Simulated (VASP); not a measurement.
# WSe2 (P-6m2) in VASP: a series of runs

The runs below take WSe2 through single point, with PBE+D3(BJ).

Program: VASP 6.6.1. These are calculated values, not measurements. Logs are shortened: lines on timing, memory, paths and dates and some standing lists are left out, and cuts for length are marked.

## 1. The cell of the first run

Symmetry: P-6m2, No. 187, hexagonal system. The conventional cell has a = 3.279 Å, b = 3.279 Å, c = 7.006 Å, α = 90.00°, β = 90.00°, γ = 120.00°. W (site symmetry -6m2) has 6 Se at 2.38 Å within 3.1 Å. Se (site symmetry 3m) has 3 W at 2.38 Å and 1 Se at 2.87 Å within 3.1 Å.

## 2. Single point, PBE+D3(BJ) (c/a of the conventional cell at fixed volume 2.1365)

INCAR

```
SYSTEM = WSe2
  PREC = Accurate
  ENCUT = 520
  EDIFF = 1E-6
  ISMEAR = 0
  SIGMA = 0.05
  LREAL = .False.
  LASPH = .True.
  NELM = 60
  ALGO = Normal
  ISIF = 2
  LWAVE = .False.
  LCHARG = .False.
  GGA = PE
  IVDW = 12
  NBANDS = 20
```

KPOINTS

```
Automatic mesh
0
Gamma
  9 9 4
  0 0 0
```

POSCAR

```
WSe2
1.0
    3.2789854936      0.0000000000      0.0000000000
   -1.6394927468      2.8396847361      0.0000000000
    0.0000000000      0.0000000000      7.0056191088
W Se
1 2
Direct
    0.0000000000      0.0000000000      0.0000000000
    0.3333333333      0.6666666667      0.2048671987
    0.3333333333      0.6666666667      0.7951328013
```

Potentials or basis: VASP PAW PBE potentials, release 64 (W_sv, Se).

Started as:

```
$ cat potpaw_PBE.64/W_sv/POTCAR potpaw_PBE.64/Se/POTCAR > POTCAR
$ mpirun -np 1 vasp_std > vasp.out
```

OUTCAR:

```text
SYSTEM = WSe2
   PREC = Accurate
   ENCUT = 520
   EDIFF = 1E-6
   ISMEAR = 0
   LREAL = .False.
   LASPH = .True.
   NELM = 60
   ISIF = 2
   GGA = PE
   IVDW = 12
 IVDW          = 12

 ion  position               nearest neighbor table
   1  0.000  0.000  0.000-   2 2.38   3 2.38   2 2.38   3 2.38   2 2.38   3 2.38
   2  0.333  0.667  0.205-   1 2.38   1 2.38   1 2.38
   3  0.333  0.667  0.795-   1 2.38   1 2.38   1 2.38

  LATTYP: Found a hexagonal cell.
 ALAT       =     3.2789854936
 C/A-ratio  =     2.1365203117

  Lattice vectors:

 A1 = (   3.2789854936,   0.0000000000,   0.0000000000)
 A2 = (  -1.6394927468,   2.8396847361,   0.0000000000)
 A3 = (   0.0000000000,   0.0000000000,   7.0056191088)

Analysis of symmetry for initial positions (statically):
=====================================================================
 Subroutine PRICEL returns:
 Original cell was already a primitive cell.

 Routine SETGRP: Setting up the symmetry group for a
 hexagonal supercell.

 Subroutine GETGRP returns: Found 12 space group operations
 (whereof 12 operations were pure point group operations)
 out of a pool of 24 trial point group operations.

The static configuration has the point symmetry D_3h.

Analysis of symmetry for dynamics (positions and initial velocities):
=====================================================================
 Subroutine PRICEL returns:
 Original cell was already a primitive cell.

 Routine SETGRP: Setting up the symmetry group for a
 hexagonal supercell.

 Subroutine GETGRP returns: Found 12 space group operations
 (whereof 12 operations were pure point group operations)
 out of a pool of 24 trial point group operations.

The dynamic configuration has the point symmetry D_3h.

 Subroutine INISYM returns: Found 12 space group operations
 (whereof 12 operations are pure point group operations),
 and found     1 'primitive' translations

----------------------------------------------------------------------------------------

                                     Primitive cell

  volume of cell :      65.2313

  direct lattice vectors                    reciprocal lattice vectors
     3.278985494  0.000000000  0.000000000     0.304972377  0.176075884  0.000000000
    -1.639492747  2.839684736  0.000000000     0.000000000  0.352151768  0.000000000
     0.000000000  0.000000000  7.005619109     0.000000000  0.000000000  0.142742559

  length of vectors
     3.278985494  3.278985494  7.005619109     0.352151768  0.352151768  0.142742559

  position of ions in fractional coordinates (direct lattice)
     0.000000000  0.000000000  0.000000000
     0.333333333  0.666666667  0.204867199
     0.333333333  0.666666667  0.795132801

  ion indices of the primitive-cell ions
   primitive index   ion index
                 1           1
                 2           2
                 3           3

----------------------------------------------------------------------------------------

 KPOINTS: Automatic mesh

Automatic generation of k-mesh.
 Grid dimensions read from file:
 generate k-points for:    9    9    4

 Generating k-lattice:

  Cartesian coordinates                     Fractional coordinates (reciprocal lattice)
     0.033885820  0.019563987  0.000000000     0.111111111  0.000000000  0.000000000
     0.000000000  0.039127974  0.000000000     0.000000000  0.111111111  0.000000000
     0.000000000  0.000000000  0.035685640     0.000000000  0.000000000  0.250000000

  Length of vectors
     0.039127974  0.039127974  0.035685640

  Shift w.r.t. Gamma in fractional coordinates (k-lattice)
     0.000000000  0.000000000  0.000000000

 Subroutine IBZKPT returns following result:
 ===========================================

 Found     36 irreducible k-points:

 Following reciprocal coordinates:
            Coordinates               Weight
  0.000000  0.000000  0.000000      1.000000
  0.111111  0.000000  0.000000      6.000000
  0.222222  0.000000  0.000000      6.000000
  0.333333  0.000000  0.000000      6.000000
  0.444444  0.000000  0.000000      6.000000
  0.111111  0.111111  0.000000      6.000000
[... 16 lines left out ...]
  0.333333  0.222222  0.250000     24.000000
  0.333333  0.333333  0.250000      4.000000
 [... further k-points ...]
   k-points           NKPTS =     36   k-points in BZ     NKDIM =     36   number of bands    NBANDS=     20
   number of dos      NEDOS =    301   number of ions     NIONS =      3
   total plane-waves  NPLWV =  31104
   dimension x,y,z NGX =    24 NGY =   24 NGZ =   54
   dimension x,y,z NGXF=    48 NGYF=   48 NGZF=  108
   ions per type =               1   2
   NGX,Y,Z   is equivalent  to a cutoff of  12.17, 12.17, 12.81 a.u.
   NGXF,Y,Z  is equivalent  to a cutoff of  24.34, 24.34, 25.63 a.u.
 SYSTEM =  WSe2
   PREC   = accura    normal or accurate (medium, high low for compatibility)
   ISTART =      0    job   : 0-new  1-cont  2-samecut
   ICHARG =      2    charge: 1-file 2-atom 10-const
   ISPIN  =      1    spin polarized calculation?
   LNONCOLLINEAR =      F non collinear calculations
   LSORBIT =      F    spin-orbit coupling
   LASPH  =      T    aspherical Exc in radial PAW
   ENCUT  =  520.0 eV  38.22 Ry    6.18 a.u.   6.10  6.10 13.03*2*pi/ulx,y,z
   NELM   =     60;   NELMIN=  2; NELMDL= -5     # of ELM steps
   EDIFF  = 0.1E-05   stopping-criterion for ELM
   LREAL  =      F    real-space projection
   EDIFFG = 0.1E-04   stopping-criterion for IOM
   NSW    =      0    number of steps for IOM
   IBRION =     -1    ionic relax: 0-MD 1-quasi-New 2-CG
   NFREE  =      0    steps in history (QN), initial steepest desc. (CG)
   ISIF   =      2    stress and relaxation
   ISYM   =      2    0-nonsym 1-usesym 2-fastsym
   POTIM  = 0.5000    time-step for ionic-motion
   TEBEG  =    0.0;   TEEND  =   0.0 temperature during run
   PSTRESS=    0.0 pullay stress
   NELECT =      26.0000    total number of electrons
   NUPDOWN=      -1.0000    fix difference up-down
   EMIN   =  10.00;   EMAX   =-10.00  energy-range for DOS
   EFERMI =   0.00;   METHOD = LEGACY
   ISMEAR =     0;   SIGMA  =   0.05  broadening in eV -4-tet -1-fermi 0-gaus
   EFERMI_NEDOS =   21; number of points for ismear=-14 and -15
   IALGO  =     38    algorithm
   IMIX   =      4    mixing-type and parameters
     AMIX     =   0.40;   BMIX     =  1.00
     AMIX_MAG =   1.60;   BMIX_MAG =  1.00
  volume/ion in A,a.u.               =      21.74       146.73
  Fermi-wavevector in a.u.,A,eV,Ry     =   1.204797  2.276736 19.749346  1.451536
  Thomas-Fermi vector in A             =   2.340512
   LORBIT       =      0    0 simple, 1 ext, 2 COOP (PROOUT), +10 PAW based schemes
   GGA     = PE    functional components
   LHFCALC =     F    Hartree Fock is set to
   AEXX    =    0.0000 exact exchange contribution
   IVDW    =    12    specifies the selected vdW correction
   LEPSILON=     F    determine dielectric tensor
   LRPA    =     F    only Hartree local field effects (RPA)
 non-spin polarized calculation
 Gauss-broadening in eV      SIGMA  =   0.05
  energy-cutoff  :      520.00
  volume of cell :       65.23
 maximum number of plane-waves:      1776
   NGX = 13   NGY = 13   NGZ = 27

 number of electron      26.0000001 magnetization

 Free energy of the ion-electron system (eV)
  ---------------------------------------------------
  ext. energy  EPLUGINS =         0.00000000
  ---------------------------------------------------
  free energy    TOTEN  =       -20.12356530 eV

  energy without entropy =      -20.12319957  energy(sigma->0) =      -20.12338243

 E-fermi :   5.7917     XC(G=0):  -9.8880

 val. band max:        5.6979970081   @ k =   0.0000   0.0000   0.2500
 cond. band min:       5.8287448974   @ k =   0.3333   0.3333   0.0000
 fundamental gap:      0.1307478893
 Fermi energy:         5.7916935384

 k-point     1 :       0.0000    0.0000    0.0000
  band No.  band energies     occupation
      1     -68.6966      2.00000
      2     -33.0566      2.00000
      3     -33.0221      2.00000
      4     -33.0221      2.00000
      5     -10.7899      2.00000
      6      -8.3292      2.00000
[... 12 lines left out ...]
     19      11.7646      0.00000
     20      13.8580      0.00000

 k-point     2 :       0.1111    0.0000    0.0000
  band No.  band energies     occupation
      1     -68.6951      2.00000
      2     -33.0578      2.00000
      3     -33.0491      2.00000
      4     -33.0300      2.00000
      5     -10.5829      2.00000
      6      -8.2778      2.00000
[... 12 lines left out ...]
     19      12.1831      0.00000
     20      14.8015      0.00000

 k-point     3 :       0.2222    0.0000    0.0000
  band No.  band energies     occupation
      1     -68.6913      2.00000
      2     -33.1470      2.00000
      3     -33.0499      2.00000
      4     -33.0299      2.00000
      5     -10.0221      2.00000
      6      -8.1397      2.00000
[... 12 lines left out ...]
     19      13.2847      0.00000
     20      14.1615      0.00000

 k-point     4 :       0.3333    0.0000    0.0000
  band No.  band energies     occupation
      1     -68.6869      2.00000
      2     -33.2466      2.00000
      3     -33.0724      2.00000
      4     -33.0080      2.00000
      5      -9.2965      2.00000
      6      -7.9658      2.00000
[... 12 lines left out ...]
     19      12.6657      0.00000
     20      13.6284      0.00000

 k-point     5 :       0.4444    0.0000    0.0000
  band No.  band energies     occupation
      1     -68.6841      2.00000
      2     -33.3106      2.00000
      3     -33.0871      2.00000
      4     -32.9937      2.00000
      5      -8.7452      2.00000
      6      -7.8401      2.00000
[... 12 lines left out ...]
     19      12.7011      0.00000
     20      13.3959      0.00000
[... 353 lines left out ...]
      6      -7.8068      2.00000
[... 12 lines left out ...]
     19      13.8953      0.00000
     20      14.1001      0.00000

 k-point    22 :       0.2222    0.2222    0.2500
  band No.  band energies     occupation
      1     -68.6850      2.00000
      2     -33.2535      2.00000
      3     -33.1198      2.00000
      4     -32.9984      2.00000
      5      -8.9334      2.00000
      6      -7.8812      2.00000
[... 12 lines left out ...]
     19      13.7331      0.00000
     20      14.3301      0.00000

 k-point    23 :       0.3333    0.2222    0.2500
  band No.  band energies     occupation
      1     -68.6829      2.00000
      2     -33.2779      2.00000
      3     -33.1561      2.00000
      4     -32.9874      2.00000
      5      -8.4927      2.00000
      6      -7.7568      2.00000
[... 12 lines left out ...]
     19      13.0722      0.00000
     20      14.4955      0.00000

 k-point    24 :       0.3333    0.3333    0.2500
  band No.  band energies     occupation
      1     -68.6821      2.00000
      2     -33.2566      2.00000
      3     -33.1989      2.00000
      4     -32.9836      2.00000
      5      -8.3359      2.00000
      6      -7.7002      2.00000
[... 12 lines left out ...]
     19      12.0772      0.00000
     20      14.9300      0.00000

 [... further k-points ...]

------------------------ aborting loop because EDIFF is reached ----------------------------------------

 Edisp (eV)   -1.30469

 E8    (eV) :    -0.5834

  FORCE on cell =-STRESS in cart. coord.  units (eV):
  Direction    XX          YY          ZZ          XY          YZ          ZX
  --------------------------------------------------------------------------------------
  -------------------------------------------------------------------------------------
  Total       8.18003     8.18003    17.12293    -0.00000     0.00000     0.00000
  in kB     200.91362   200.91362   420.56437    -0.00000     0.00000     0.00000
  external pressure =      274.13 kB  Pullay stress =        0.00 kB

 VOLUME and BASIS-vectors are now :
 -----------------------------------------------------------------------------
  energy-cutoff  :      520.00
  volume of cell :       65.23
      direct lattice vectors                 reciprocal lattice vectors
     3.278985494  0.000000000  0.000000000     0.304972377  0.176075884  0.000000000
    -1.639492747  2.839684736  0.000000000     0.000000000  0.352151768  0.000000000
     0.000000000  0.000000000  7.005619109     0.000000000  0.000000000  0.142742559

 POSITION                                       TOTAL-FORCE (eV/Angst)
 -----------------------------------------------------------------------------------
      0.00000      0.00000      0.00000         0.000000      0.000000      0.000000
     -0.00000      1.89312      1.43522        -0.000000      0.000000      6.233093
     -0.00000      1.89312      5.57040        -0.000000     -0.000000     -6.233093
 -----------------------------------------------------------------------------------
    total drift:                                0.000000     -0.000000     -0.000000

  FREE ENERGIE OF THE ION-ELECTRON SYSTEM (eV)
  ---------------------------------------------------
  free  energy   TOTEN  =       -21.4282508369 eV

  energy  without entropy=      -21.4278851010  energy(sigma->0) =      -21.42806797
```

Wall time 30 s (1 thread of Intel Xeon Platinum 8375C at 2.90GHz (Ice Lake), shared host); peak memory 0.21 GiB.

What came out:

```
Free energy                : -21.4283 eV
Pressure                   : 27.4 GPa
Largest force              : 6.233 eV/Å
Band gap on the k mesh     : zero (band 13 reaches 5.96 eV, above the bottom of band 14 at 5.83 eV)
Dispersion energy per atom : -0.435 eV
```

Forces in eV/Å, atoms in the order of the input:
```
W    0.000  0.000  0.000
Se   0.000  0.000  6.233
Se   0.000  0.000 -6.233
```

Caveat: spin-orbit coupling is left out, which moves the levels of the heavy elements; forces of over 1 eV/Å act on the atoms, so gaps and moduli don't describe the material at rest.

## 3. Single point, PBE+D3(BJ) (c/a of the conventional cell at fixed volume 1.8588)

INCAR

```
ALGO = Normal ; EDIFF = 1E-7
ENCUT = 520 ; GGA = PE
ISIF = 2 ; ISMEAR = 0
IVDW = 12 ; LASPH = True
LCHARG = False ; LREAL = False
LWAVE = False ; NBANDS = 20
NELM = 80 ; PREC = Accurate
SIGMA = 0.05
```

KPOINTS

```
k-points
0
Gamma
  9 9 4
```

POSCAR

```
WSe2
1.0
    3.4347696443      0.0000000000      0.0000000000
   -1.7173848222      2.9745977681      0.0000000000
    0.0000000000      0.0000000000      6.3845498149
W Se
1 2
Direct
    0.0000000000      0.0000000000      0.0000000000
    0.3333333333      0.6666666667      0.2405528385
    0.3333333333      0.6666666667      0.7594471615
```

Potentials or basis: VASP PAW PBE potentials, release 64 (W_sv, Se).

Started as:

```
$ cat potpaw_PBE.64/W_sv/POTCAR potpaw_PBE.64/Se/POTCAR > POTCAR
$ mpirun -np 1 vasp_std > vasp.out
```

Run time: 49 s. Hardware: 1 thread of Intel Xeon Platinum 8375C at 2.90GHz (Ice Lake), shared host; peak memory 0.22 GiB.

Results (log left out):

```yaml
Free_energy: -22.4620 eV
Pressure: 3.1 GPa
Largest_force: 1.559 eV/Å
Band_gap_on_the_k_mesh: zero (band 13 reaches 6.20 eV, above the bottom of band 14 at 6.07 eV)
Dispersion_energy_per_atom: -0.432 eV
```

Forces in eV/Å, atoms in the order of the input:
```
W    0.000  0.000  0.000
Se   0.000  0.000  1.559
Se   0.000  0.000 -1.559
```

Stress tensor (GPa, compression positive):
```
-3.61  0.00  0.00
 0.00 -3.61  0.00
 0.00  0.00 16.57
```

Levels at points of the mesh, in eV from the Fermi level:
| k point | band 9 | band 10 | band 11 | band 12 | band 13 | band 14 | band 15 | band 16 | band 17 | band 18 |
| --- | --- | --- | --- | --- | --- | --- | --- | --- | --- | --- |
| (0.00, 0.00, 0.00) | -3.93 | -2.61 | -2.61 | -0.93 | -0.75 | 2.00 | 2.00 | 2.23 | 2.23 | 3.26 |
| (0.00, 0.00, 0.50) | -3.89 | -3.37 | -2.67 | -2.67 | 0.16 | 1.80 | 1.80 | 2.51 | 2.51 | 3.79 |

Caveat: spin-orbit coupling is left out, which moves the levels of the heavy elements; forces of over 1 eV/Å act on the atoms, so gaps and moduli don't describe the material at rest.
